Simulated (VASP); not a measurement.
# SiO2: single point with LDA

The system is SiO2.

```
Si O
1.0
     4.79990    0.00000    0.00000
     0.00000    4.79990    0.00000
     0.00000    0.00000    6.79047
Si O
4 8
Direct
  0.18444 0.18444 0.00000
  0.31556 0.68444 0.75000
  0.68444 0.31556 0.25000
  0.81556 0.81556 0.50000
  0.63675 0.73290 0.69203
  0.36325 0.26710 0.19203
  0.73290 0.63675 0.30797
  0.23290 0.86325 0.94203
  0.26710 0.36325 0.80797
  0.13675 0.76710 0.55797
  0.86325 0.23290 0.05797
  0.76710 0.13675 0.44203
```

| Quantity | Value |
| --- | --- |
| Program | VASP 6.6.1 |
| Task | single point |
| Functional | LDA |
| Potentials or basis | VASP PAW LDA potentials, release 64 (Si, O) |
| Cutoff | 520 eV |
| k mesh | 6 × 6 × 4 |
| Occupations | gaussian, width 0.02 eV |
| Spin | no spin polarisation |
| Dipole correction | no |
| Further INCAR settings | ALGO = Normal; EDIFF = 1e-07; NBANDS = 44 |

```
Pressure               : 1.7 GPa
Largest force          : 0.036 eV/Å
Band gap on the k mesh : 5.70 eV
```

Forces on the atoms (eV/Å):
```
Si  -0.022 -0.022  0.000
Si   0.022 -0.022  0.000
Si  -0.022  0.022  0.000
Si   0.022  0.022  0.000
O    0.024 -0.004  0.026
O   -0.024  0.004  0.026
O   -0.004  0.024 -0.026
O   -0.004 -0.024  0.026
O    0.004 -0.024 -0.026
O    0.024  0.004 -0.026
O   -0.024 -0.004 -0.026
O    0.004  0.024  0.026
```

Stress tensor (GPa, compression positive):
```
2.29 0.00 0.00
0.00 2.29 0.00
0.00 0.00 0.64
```

Levels at points of the mesh, in eV from the valence-band top:
| k point | band 30 | band 31 | band 32 | band 33 | band 34 | band 35 |
| --- | --- | --- | --- | --- | --- | --- |
| (0.00, 0.00, 0.00) | -0.40 | -0.40 | 0.00 | 5.70 | 8.65 | 8.65 |
| (0.50, 0.00, 0.00) | -0.71 | -0.49 | -0.49 | 7.85 | 7.85 | 9.09 |
| (0.50, 0.50, 0.00) | -0.59 | -0.50 | -0.50 | 8.69 | 8.69 | 8.75 |
| (0.00, 0.00, 0.50) | -0.61 | -0.35 | -0.35 | 7.06 | 7.06 | 9.08 |
| (0.50, 0.00, 0.50) | -0.92 | -0.22 | -0.22 | 8.23 | 8.23 | 9.12 |
| (0.50, 0.50, 0.50) | -0.54 | -0.54 | -0.54 | 9.15 | 9.15 | 9.15 |

Run time: 110 s on 1 thread of AMD EPYC 9R45 96-Core Processor (Zen 5), on a shared host, peak memory 0.25 GiB.

A k mesh can miss the band edges.
